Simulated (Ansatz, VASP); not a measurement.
## Two plane-wave programs on WS2

```
W S
1.0
     1.58589    0.91561    6.23748
    -1.58589    0.91561    6.23748
     0.00000   -1.83122    6.23748
W S
1 2
Direct
  0.00067 0.00067 0.00067
  0.25056 0.25056 0.25056
  0.41748 0.41748 0.41748
```

Alike in both runs: task single point; functional LDA; k mesh 10 × 10 × 10; no spin polarisation.

|  | VASP | Ansatz |
| --- | --- | --- |
| version | VASP 6.6.1 | Ansatz 0.2.0 |
| potentials or method | VASP PAW LDA potentials, release 64 (W_sv, S) | plane waves, PAW |
| plane-wave cutoff (eV) | 520 | 420 |
| occupations | gaussian, width 0.01 eV | fixed |
| valence electrons in the cell | 26 | 26 |

VASP gave:

- gap on the k mesh at the Fermi level (eV): 1.06
- pressure (GPa): -4.4
- traceless stress, the component that is largest in VASP (GPa): 0.94
- rms of the force components (eV/Å): 0.118

Question: Estimate Ansatz's values.

Answer: gap on the k mesh at the Fermi level (eV): 1.05; pressure (GPa): -4.7; traceless stress, the component that is largest in VASP (GPa): 0.93; rms of the force components (eV/Å): 0.139.

LDA's correlation is that of Perdew and Zunger in VASP and of Perdew and Wang (1992) in Ansatz. Atom by atom the forces differ by 0.021 eV/Å (rms over components).

Spin-orbit coupling is off throughout.
